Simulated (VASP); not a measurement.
# LiCa32 (a cell with a defect) in VASP: a series of runs, part 3 of 3

VASP 6.6.1.

**4. Single point, PBE**

Input file INCAR:

```
ALGO = Normal ; EDIFF = 1E-7
ENCUT = 520 ; GGA = PE
ISIF = 2 ; ISMEAR = -1
LASPH = T ; LCHARG = T
LELF = T ; LREAL = Auto
LVHAR = T ; LWAVE = F
NBANDS = 184 ; NELM = 60
PREC = Accurate ; SIGMA = 0.05
```

Input file KPOINTS:

```
k-points
0
Gamma
  1 1 1
```

Input file POSCAR:

```
LiCa32
1.0
   11.1600000000      0.0000000000      0.0000000000
    0.0000000000     11.1600000000      0.0000000000
    0.0000000000      0.0000000000     11.1600000000
Ca Li
32 1
Direct
    0.5101344086      0.0077329749      0.0202956989
    0.7622759857      0.2637813620     -0.0093458781
    0.7425268817      0.0255824373      0.2530645161
    0.0036379928     -0.0013082437     -0.0068189964
    0.2572849462      0.2572491039      0.0103673835
    0.5033064516      0.5022401434      0.0318906810
    0.7373655914      0.7797759857     -0.0159139785
    0.2576164875      0.0056182796      0.2417921147
    0.5100179211      0.2535573477      0.2749731183
    0.7724910394      0.5189784946      0.2286379928
    0.5143279570     -0.0115681004      0.4934856631
    0.7500806452      0.2863082437      0.5026792115
    0.7425000000      0.0163530466      0.7343189964
   -0.0018458781      0.4979121864     -0.0102956989
    0.2624372760      0.7281899642      0.0197670251
    0.0147043011      0.2616039427      0.2312186380
    0.2486738351      0.4855286738      0.2414336918
    0.5004121864      0.7466129032      0.2626881720
   -0.0116129032      0.0014516129      0.4912903226
    0.2478405018      0.2236290323      0.5028225806
    0.4802777778      0.5067741935      0.4890681004
    0.7664695341      0.7459318996      0.5183691756
    0.2537455197     -0.0380555556      0.7704301075
    0.4818100358      0.2373297491      0.7717741935
    0.7086290323      0.5253942652      0.7839068100
   -0.0295609319      0.7431810036      0.2336379928
   -0.0167562724      0.5130824373      0.4609318996
    0.2555555556      0.7679569892      0.4986021505
    0.0317025090      0.2203405018      0.7605465950
    0.2545788530      0.4798566308      0.7373566308
    0.4955197133      0.7289426523      0.7429749104
    0.0040770609      0.7337096774      0.7431541219
   -0.0631720430      0.4241935484      0.7048028674
```

Potentials or basis: VASP PAW PBE potentials, release 64 (Ca_sv, Li_sv).

The run is started by

```sh
$ cat potpaw_PBE.64/Ca_sv/POTCAR potpaw_PBE.64/Li_sv/POTCAR > POTCAR
$ mpirun -np 1 vasp_gam > vasp.out
```

OUTCAR:

```text
EDIFF = 1E-7
   ENCUT = 520
   GGA = PE
   ISIF = 2
   ISMEAR = -1
   LASPH = T
   LREAL = Auto
   NELM = 60
   PREC = Accurate

 ion  position               nearest neighbor table
   1  0.510  0.008  0.020-
   2  0.762  0.264  0.991-
   3  0.743  0.026  0.253-
   4  0.004  0.999  0.993-
   5  0.257  0.257  0.010-
   6  0.503  0.502  0.032-
[... 20 lines left out ...]
  27  0.983  0.513  0.461-
  28  0.256  0.768  0.499-
  29  0.032  0.220  0.761-  33 2.59
  30  0.255  0.480  0.737-
  31  0.496  0.729  0.743-
  32  0.004  0.734  0.743-
  33  0.937  0.424  0.705-  29 2.59

  LATTYP: Found a simple cubic cell.
 ALAT       =    11.1600000000

  Lattice vectors:

 A1 = (  11.1600000000,   0.0000000000,   0.0000000000)
 A2 = (   0.0000000000,  11.1600000000,   0.0000000000)
 A3 = (   0.0000000000,   0.0000000000,  11.1600000000)

Analysis of symmetry for initial positions (statically):
=====================================================================
 Subroutine PRICEL returns:
 Original cell was already a primitive cell.

 Routine SETGRP: Setting up the symmetry group for a
 simple cubic supercell.

 Subroutine GETGRP returns: Found  1 space group operations
 (whereof  1 operations were pure point group operations)
 out of a pool of 48 trial point group operations.

The static configuration has the point symmetry C_1 .

Analysis of symmetry for dynamics (positions and initial velocities):
=====================================================================
 Subroutine PRICEL returns:
 Original cell was already a primitive cell.

 Routine SETGRP: Setting up the symmetry group for a
 simple cubic supercell.

 Subroutine GETGRP returns: Found  1 space group operations
 (whereof  1 operations were pure point group operations)
[... 159 lines left out ...]
     AMIX     =   0.40;   BMIX     =  1.00
     AMIX_MAG =   1.60;   BMIX_MAG =  1.00
  volume/ion in A,a.u.               =      42.12       284.23
  Fermi-wavevector in a.u.,A,eV,Ry     =   1.006495  1.901999 13.783130  1.013032
  Thomas-Fermi vector in A             =   2.139241
   LORBIT       =      0    0 simple, 1 ext, 2 COOP (PROOUT), +10 PAW based schemes
   GGA     = PE    functional components
   LHFCALC =     F    Hartree Fock is set to
   AEXX    =    0.0000 exact exchange contribution
   IVDW    =     0    specifies the selected vdW correction
   LEPSILON=     F    determine dielectric tensor
   LRPA    =     F    only Hartree local field effects (RPA)
 non-spin polarized calculation
  energy-cutoff  :      520.00
  volume of cell :     1389.93
 maximum number of plane-waves:     18765
 NGX is ok and might be reduce to    84
   NGX = 41   NGY = 41   NGZ = 41

 number of electron     323.0000018 magnetization

 Free energy of the ion-electron system (eV)
  ---------------------------------------------------
  ext. energy  EPLUGINS =         0.00000000
  ---------------------------------------------------
  free energy    TOTEN  =       -63.60817223 eV

  energy without entropy =      -63.23319777  energy(sigma->0) =      -63.42068500

 E-fermi :   2.0343     XC(G=0):  -7.6726

 val. band max:        2.0201274110   @ k =   0.0000   0.0000   0.0000
 cond. band min:       2.0440916867   @ k =   0.0000   0.0000   0.0000
 fundamental gap:      0.0239642757
 Fermi energy:         2.0343363442

 k-point     1 :       0.0000    0.0000    0.0000
  band No.  band energies     occupation
      1     -44.9758      2.00000
      2     -40.3489      2.00000
      3     -40.3212      2.00000
      4     -40.3211      2.00000
      5     -40.3143      2.00000
      6     -40.2885      2.00000
[... 165 lines left out ...]
    172       2.4983      0.00019
    173       2.5126      0.00014
 [bands above 173 left out]

------------------------ aborting loop because EDIFF is reached ----------------------------------------

  FORCE on cell =-STRESS in cart. coord.  units (eV):
  Direction    XX          YY          ZZ          XY          YZ          ZX
  --------------------------------------------------------------------------------------
  -------------------------------------------------------------------------------------
  Total       -0.6446304     -0.8072168     -2.3114565     -2.4661940     -1.0096332     -0.6562864
  in kB       -0.7430684     -0.9304825     -2.6644264     -2.8427930     -1.1638088     -0.7565043
  external PRESSURE =      -1.4459924 kB  Pullay stress =       0.0000000 kB

 VOLUME and BASIS-vectors are now :
 -----------------------------------------------------------------------------
  energy-cutoff  :      520.00
  volume of cell :     1389.93
      direct lattice vectors                 reciprocal lattice vectors
    11.160000000  0.000000000  0.000000000     0.089605735  0.000000000  0.000000000
     0.000000000 11.160000000  0.000000000     0.000000000  0.089605735  0.000000000
     0.000000000  0.000000000 11.160000000     0.000000000  0.000000000  0.089605735

 POSITION                                       TOTAL-FORCE (eV/Angst)
 -----------------------------------------------------------------------------------
      5.69310      0.08630      0.22650        -0.222434     -0.011392     -0.193765
      8.50700      2.94380     11.05570        -0.114745     -0.226562     -0.001522
      8.28660      0.28550      2.82420         0.326547     -0.279678      0.025389
      0.04060     11.14540     11.08390        -0.077923     -0.124888      0.238233
      2.87130      2.87090      0.11570         0.017813     -0.192125     -0.160430
      5.61690      5.60500      0.35590        -0.029880     -0.162061     -0.231275
[... 25 lines left out ...]
      0.04550      8.18820      8.29360         0.003282      0.096207      0.141054
     10.45500      4.73400      7.86560        -0.214899      0.575927     -0.157808
 -----------------------------------------------------------------------------------
    total drift:                               -0.000928      0.004439      0.002684

  FREE ENERGIE OF THE ION-ELECTRON SYSTEM (eV)
  ---------------------------------------------------
  free  energy   TOTEN  =       -63.6081722348 eV

  energy  without entropy=      -63.2331977693  energy(sigma->0) =      -63.42068500
```

OSZICAR:

```text
N       E                     dE             d eps       ncg     rms          rms(c)
DAV:   1     0.455218519671E+04    0.45522E+04   -0.17184E+05   368   0.170E+03
DAV:   2     0.259179984704E+03   -0.42930E+04   -0.42480E+04   384   0.553E+02
DAV:   3    -0.157758025668E+02   -0.27496E+03   -0.26614E+03   552   0.117E+02
DAV:   4    -0.583060910391E+02   -0.42530E+02   -0.41895E+02   624   0.345E+01
DAV:   5    -0.643407651064E+02   -0.60347E+01   -0.59881E+01   560   0.951E+00    0.139E+01
DAV:   6    -0.636474659715E+02    0.69330E+00   -0.76881E+00   480   0.584E+00    0.766E+00
DAV:   7    -0.636161382693E+02    0.31328E-01   -0.16674E+00   456   0.304E+00    0.317E+00
DAV:   8    -0.636084083150E+02    0.77300E-02   -0.30325E-01   480   0.146E+00    0.483E-01
DAV:   9    -0.636080937552E+02    0.31456E-03   -0.43556E-02   552   0.485E-01    0.214E-01
DAV:  10    -0.636079717883E+02    0.12197E-03   -0.69624E-03   496   0.183E-01    0.106E-01
DAV:  11    -0.636081304630E+02   -0.15867E-03   -0.12272E-03   664   0.800E-02    0.491E-02
DAV:  12    -0.636081719968E+02   -0.41534E-04   -0.20923E-04   472   0.376E-02    0.154E-02
DAV:  13    -0.636081732203E+02   -0.12235E-05   -0.40814E-05   512   0.170E-02    0.567E-03
DAV:  14    -0.636081720816E+02    0.11387E-05   -0.95773E-06   576   0.559E-03    0.285E-03
DAV:  15    -0.636081720825E+02   -0.88403E-09   -0.33234E-06   344   0.227E-03    0.847E-04
DAV:  16    -0.636081720749E+02    0.75852E-08   -0.19770E-06   256   0.836E-04    0.314E-04
DAV:  17    -0.636081721576E+02   -0.82717E-07   -0.12769E-06   256   0.609E-04    0.111E-04
DAV:  18    -0.636081722348E+02   -0.77234E-07   -0.83146E-07   256   0.361E-04
   1 F= -.63608172E+02 E0= -.63420685E+02  d E =-.374974E+00
```

Run time: 4.9 min. Hardware: 1 thread of AMD EPYC 9R45 (Zen 5), shared host; peak memory 1 GiB.

Results:

| Item | Value |
| --- | --- |
| Free energy | -63.6082 eV |
| Largest force | 0.964 eV/Å |
| Band gap on the k mesh | zero (an odd number of electrons rules out a gap without spin polarisation) |

Forces on the atoms (eV/Å):
```
Ca  -0.222 -0.011 -0.194
Ca  -0.115 -0.227 -0.002
Ca   0.327 -0.280  0.025
Ca  -0.078 -0.125  0.238
Ca   0.018 -0.192 -0.160
Ca  -0.030 -0.162 -0.231
Ca   0.111 -0.207  0.130
Ca  -0.118 -0.100  0.109
Ca  -0.204  0.067 -0.399
Ca  -0.822 -0.451  0.020
Ca  -0.140  0.143  0.200
Ca   0.027 -0.325  0.229
Ca   0.123 -0.154  0.203
Ca   0.198  0.105 -0.076
Ca  -0.204  0.223 -0.296
Ca  -0.311 -0.293  0.257
Ca  -0.103  0.264  0.404
Ca   0.299  0.189 -0.071
Ca   0.135 -0.043  0.001
Ca   0.024  0.156 -0.026
Ca   0.324 -0.060  0.100
Ca  -0.515  0.017 -0.189
Ca   0.177  0.427 -0.112
Ca   0.184  0.100 -0.380
Ca   0.231 -0.378 -0.219
Ca   0.704  0.658  0.041
Ca   0.841 -0.013  0.169
Ca  -0.358 -0.239 -0.187
Ca   0.259 -0.731  0.171
Ca  -0.249  0.309  0.181
Ca  -0.302  0.662  0.081
Ca   0.003  0.096  0.141
Li  -0.215  0.576 -0.158
```

Caveat: the k points lie up to 0.56 Å⁻¹ apart, too coarse for converged energies and pressures of a metal; the cutoff is under 1.25 times the usual one of these potentials, so pressure, stress and relaxed cells hold a basis-set (Pulay) error.

**5. Summary**

```csv
cell,gap on the mesh (eV),largest force (eV/Å)
"as given, atomic positions A",none,0.64
"as given, atomic positions B",none,1.06
"as given, atomic positions C",none,0.96
```

Alike in all rows: task single point; level PBE; potentials or basis VASP PAW PBE potentials, release 64 (Ca_sv, Li_sv); no spin polarisation; k mesh 1 × 1 × 1; cutoff (eV) 520; smearing fermi-dirac 0.05 eV.

Caveats: all runs use coarse meshes; the cutoff is under 1.25 times the usual one of these potentials, so pressure, stress and relaxed cells hold a basis-set (Pulay) error.

Total energies depend on the potentials used, so only differences within one code and one set of settings carry meaning.

The gap in the log of VASP goes by the Fermi energy; the results here count the filled bands.